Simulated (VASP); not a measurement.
A run of VASP 6.6.1 is set up as follows.

File INCAR:

```
PREC = Accurate
ENCUT = 520
EDIFF = 1E-6
ISMEAR = 0
SIGMA = 0.1
LREAL = False
LASPH = True
NELM = 80
ALGO = Normal
ISIF = 2
LWAVE = False
LCHARG = False
GGA = PE
NBANDS = 41
```

KPOINTS

```
Automatic mesh
0
Gamma
  6 6 1
```

File POSCAR:

```
Al5GaN6
1.0
    2.9016782789     -0.0000000025      0.0000000000
   -1.4508391373      2.5129271044      0.0000000000
    0.0000000000      0.0000000000     14.2254999648
Al Ga N
5 1 6
Direct
    0.3333333333      0.6666666667      0.8350074997
    0.6666666667      0.3333333333      0.6699970336
    0.3333333333      0.6666666667      0.3300029664
    0.6666666667      0.3333333333      0.1649925003
    0.0000000000      0.0000000000      0.0000000000
    0.0000000000      0.0000000000      0.5000000000
    0.6666666667      0.3333333333      0.9175102970
    0.0000000000      0.0000000000      0.7525591861
    0.3333333333      0.6666666667      0.5889522165
    0.6666666667      0.3333333333      0.4110477835
    0.0000000000      0.0000000000      0.2474408139
    0.3333333333      0.6666666667      0.0824897030
```

Potentials or basis: VASP PAW PBE potentials, release 64 (Al, Ga_d, N).

The run is started by

```console
$ cat potpaw_PBE.64/Al/POTCAR potpaw_PBE.64/Ga_d/POTCAR potpaw_PBE.64/N/POTCAR > POTCAR
$ mpirun -np 1 vasp_std > vasp.out
```

Question: Predict the largest force.

Answer: 0.050 eV/Å.

Question: What does it give for the band gap on the k mesh?

Answer: 3.16 eV (least direct gap 3.88 eV).

Forces in eV/Å, atoms in the order of the input:
```
Al   0.000  0.000  0.000
Al   0.000  0.000  0.002
Al   0.000  0.000 -0.002
Al   0.000  0.000  0.000
Al   0.000  0.000  0.000
Ga   0.000  0.000  0.000
N    0.000  0.000  0.000
N    0.000  0.000  0.001
N    0.000  0.000  0.050
N    0.000  0.000 -0.050
N    0.000  0.000 -0.001
N    0.000  0.000  0.000
```

Caveat: the k points lie up to 0.44 Å⁻¹ apart; an odd mesh through Γ misses points on the zone boundary, where band edges can lie.
